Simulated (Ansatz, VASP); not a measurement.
# Two plane-wave programs on In3Se

Contents of INCAR:

```
ALGO     = Normal         # electronic algorithm
EDIFF    = 1E-6           # SCF threshold, eV
ENCUT    = 520            # plane-wave cutoff, eV
GGA      = PS             # functional
ISIF     = 2              # what is computed and relaxed
ISMEAR   = 0              # smearing method
IVDW     = 12             # dispersion correction
LASPH    = T              # aspherical terms in the spheres
LCHARG   = F              # write CHGCAR
LREAL    = F              # projectors in reciprocal space
LWAVE    = F              # write WAVECAR
NBANDS   = 30             # bands
NELM     = 100            # most SCF steps
PREC     = Accurate       # precision mode
SIGMA    = 0.15           # smearing width, eV
```

Contents of KPOINTS:

```
k-points
0
Gamma
  12 12 12
```

The input POSCAR:

```
In3Se
1.0
    4.7171562952      0.0000000000      0.0000000000
    0.0000000000      4.7171562952      0.0000000000
    0.0000000000      0.0000000000      4.3397837915
In Se
3 1
Direct
    0.0000000000      0.5000000000      0.5000000000
    0.5000000000      0.0000000000      0.5000000000
    0.5000000000      0.5000000000      0.0000000000
    0.0000000000      0.0000000000      0.0000000000
```

Input for Ansatz:

```yaml
crystal:
  lattice:
    - [4.7171562952, 0.0, 0.0]
    - [0.0, 4.7171562952, 0.0]
    - [0.0, 0.0, 4.3397837915]
  atoms:
    - { symbol: In, position: [0.0, 0.5, 0.5] }
    - { symbol: In, position: [0.5, 0.0, 0.5] }
    - { symbol: In, position: [0.5, 0.5, 0.0] }
    - { symbol: Se, position: [0.0, 0.0, 0.0] }
basis:
  ecutwfc: 420
kpoints:
  mp_grid: { grid: [12, 12, 12] }
hamiltonian:
  xc: pbesol
  dispersion: d3bj
scf:
  occupations: { method: gaussian, width: 0.15 }
output:
  forces: true
  stress: true
  eigenvalues: true
```

Alike in both runs: task single point; functional PBEsol; dispersion D3(BJ); k mesh 12 × 12 × 12; occupations gaussian, width 0.15 eV; no spin polarisation.

|  | VASP | Ansatz |
| --- | --- | --- |
| version | VASP 6.6.1 | Ansatz 0.2.0 |
| potentials or method | VASP PAW PBE potentials, release 64 (In_d, Se), cutoff 520 eV | scalar-relativistic, plane waves, PAW |
| valence electrons in the cell | 45 | 55 |

```csv
,VASP,Ansatz,Ansatz less VASP
gap on the k mesh at the Fermi level (eV),none,none,-
pressure (GPa),-0.1,-0.1,+0.01
"traceless stress, the component that is largest in VASP (GPa)",0.07,0.07,0.000
```

VASP's potentials were made for PBE, not for PBEsol. A gap of «none» marks a metal or a gap that the smearing closes. VASP's potentials hold 45 valence electrons a cell and Ansatz's 55, so a difference there can come from the potentials and not from the codes.
